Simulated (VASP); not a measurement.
Input of a VASP 6.6.1 run:

POSCAR

```
Na16H
1.0
    8.4600000000      0.0000000000      0.0000000000
    0.0000000000      8.4600000000      0.0000000000
    0.0000000000      0.0000000000      8.4600000000
Na H
16 1
Direct
   -0.0137234043     -0.0360874704      0.0098936170
    0.5732033097     -0.0278014184      0.0038888889
    0.0410756501      0.5144680851     -0.0940425532
   -0.0211938534     -0.0475177305      0.4854018913
    0.2351891253      0.2913947991      0.2336643026
    0.4940780142      0.5280732861      0.0880260047
    0.4431087470      0.0578250591      0.4492080378
    0.8437115839      0.3309219858      0.2653191489
   -0.0106028369      0.4471631206      0.5314657210
    0.2214184397      0.6728605201      0.1585342790
    0.2302364066      0.2110283688      0.7659574468
    0.4281914894      0.6060520095      0.4816784870
    0.7577068558      0.7623167849      0.3008156028
    0.7238770686      0.2259810875      0.6980260047
    0.2756382979      0.7681205674      0.7634869976
    0.7775059102      0.6783333333      0.8521394799
    0.2791016548      0.5447281324      0.7000945626
```

Contents of INCAR.step1:

```
SYSTEM = Na16H
  PREC = Accurate
  ENCUT = 520
  ISMEAR = -1
  SIGMA = 0.1
  LREAL = Auto
  LASPH = .TRUE.
  NELM = 60
  NBANDS = 70
  GGA = PE
  ALGO = Normal
  EDIFF = 1E-4
  LWAVE = .TRUE.
  LCHARG = .FALSE.
```

INCAR.step2

```
SYSTEM = Na16H
  PREC = Accurate
  ENCUT = 520
  EDIFF = 1E-6
  ISMEAR = -1
  SIGMA = 0.1
  LREAL = Auto
  LASPH = .TRUE.
  NELM = 60
  ALGO = Normal
  ISIF = 2
  LWAVE = .FALSE.
  LCHARG = .TRUE.
  METAGGA = R2SCAN
  LMIXTAU = .TRUE.
  IVDW = 12
  VDW_S6 = 1.0
  VDW_S8 = 0.78981345
  VDW_A1 = 0.49484001
  VDW_A2 = 5.73083694
  LELF = .TRUE.
  LVHAR = .TRUE.
  NBANDS = 70
  ISTART = 1
```

File KPOINTS:

```
Automatic mesh
0
G
  2 2 2
  0 0 0
```

Potentials or basis: VASP PAW PBE potentials, release 64 (Na_pv, H).

The run is started by

```console
$ cat potpaw_PBE.64/Na_pv/POTCAR potpaw_PBE.64/H/POTCAR > POTCAR
$ cp INCAR.step1 INCAR
$ mpirun -np 1 vasp_std > vasp.out
$ cp INCAR.step2 INCAR
$ mpirun -np 1 vasp_std > vasp.out
```

Predict the pressure.

0.6 GPa.

What does it give for the band gap on the k mesh?

Zero (an odd number of electrons rules out a gap without spin polarisation).

Estimate the largest force.

1.098 eV/Å.

Stress tensor (GPa, compression positive):
```
 0.77 -0.35  0.26
-0.35  0.40  0.45
 0.26  0.45  0.49
```

Caveat: the k points lie up to 0.37 Å⁻¹ apart, too coarse for converged energies and pressures of a metal; the atoms stand as in a frame of molecular dynamics; the PAW data sets were made with another functional, which shifts forces and pressure a little.
